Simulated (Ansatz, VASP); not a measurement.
**One calculation of Hg, two programs**

```
Hg
1.0
     0.00000    3.61950    3.61950
     3.61950    0.00000    3.61950
     3.61950    3.61950    0.00000
Hg
2
Direct
  0.87500 0.87500 0.87500
  0.12500 0.12500 0.12500
```

Change from the starting cell: volume scaled by 0.84, LAPW.

Alike in both runs: task single point; functional PBE; k mesh 11 × 11 × 11; occupations fermi-dirac, width 0.05 eV; no spin polarisation.

```csv
,VASP,Ansatz
version,VASP 6.6.1,Ansatz 0.2.0
potentials or method,"VASP PAW PBE potentials, release 64 (Hg), cutoff 520 eV","all-electron LAPW, scalar-relativistic"
```

```tsv
	VASP	Ansatz	Ansatz less VASP
pressure (GPa)	0.3	0.3	-0.04
```

Ansatz ran all-electron here, and VASP with PAW potentials.

Spin-orbit coupling is off throughout.
